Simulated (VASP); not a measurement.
Crystal: NaH.

```xyz
4
Lattice="3.9533 0.0000 0.0000 -1.9766 3.4236 0.0000 0.0000 0.0000 4.8283" Properties=species:S:1:pos:R:3 pbc="T T T"
Na    0.0000    2.2824   -0.3018
Na    1.9766    1.1412    2.1124
H     0.0000    2.2824    2.1124
H     1.9766    1.1412    4.5265
```

Base run:

```yaml
Program: VASP 6.6.1
Functional: r2SCAN
Potentials_or_basis: VASP PAW PBE potentials, release 64 (Na_pv, H)
Cutoff: 520 eV
k_mesh: 12 × 12 × 6
Occupations: gaussian, width 0.01 eV
Spin: no spin polarisation
```

Its results: band gap on the k mesh 3.68 eV, indirect (least direct gap 4.45 eV); pressure -0.1 GPa.

Problem. The run is repeated on the same cell with these changes: functional from r2SCAN to PBE. What comes out?

Solution. Band gap on the k mesh 3.33 eV, indirect (least direct gap 4.12 eV); pressure 0.3 GPa.

r2SCAN gives the wider gap, since meta-GGAs in the generalised Kohn-Sham scheme recover part of the derivative discontinuity.

Caveats: the PAW data sets were made with another functional, which shifts forces and pressure a little (some runs).

A k mesh can miss the band edges.
